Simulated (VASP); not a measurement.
Set up this calculation in VASP 6.6.1, as the native input.

* Task: single point
* Functional: PBE
* Potentials or basis: VASP PAW PBE potentials, release 64 (Sn_d)
* Cutoff: 520 eV
* k mesh: 12 × 12 × 12
* Occupations: gaussian, width 0.15 eV
* Spin: no spin polarisation
* Dipole correction: no
* Further INCAR settings: ALGO = Fast; EDIFF = 1e-06; NBANDS = 21

The structure of Sn lies in POSCAR:

```
Sn
1.0
   -2.9643162545      2.9643162545      1.6163469645
    2.9643162545     -2.9643162545      1.6163469645
    2.9643162545      2.9643162545     -1.6163469645
Sn
2
Direct
    0.7720728038      0.2311751831      0.4841352974
   -0.0220728038      0.0188248169      0.0158647026
```

This cell differs from its parent crystal: atoms moved at random.

The input as run:

INCAR

```
  PREC = Accurate
  ENCUT = 520
  EDIFF = 1E-6
  ISMEAR = 0
  SIGMA = 0.15
  LREAL = F
  LASPH = T
  NELM = 80
  ALGO = Fast
  ISIF = 2
  LWAVE = F
  LCHARG = F
  GGA = PE
  NBANDS = 21
```

KPOINTS

```
regular mesh
0
Gamma
  12 12 12
```

Potentials or basis: VASP PAW PBE potentials, release 64 (Sn_d).

The run is started by

```sh
$ cat potpaw_PBE.64/Sn_d/POTCAR > POTCAR
$ mpirun -np 1 vasp_std > vasp.out
```

Results of the run:

* Pressure: 2.7 GPa
* Largest force: 1.587 eV/Å
* Band gap on the k mesh: zero (bands 14 and 15 overlap by 3.98 eV)

Caveat: the cell differs from its parent crystal (atoms moved at random); the stress differs along the axes, from -0 to 8 GPa; spin-orbit coupling is left out, which moves the levels of the heavy elements; forces of over 1 eV/Å act on the atoms, so gaps and moduli don't describe the material at rest.

It took 7.4 min on 1 thread of Intel(R) Xeon(R) 6975P-C (Granite Rapids) (shared host), peak memory 0.84 GiB.
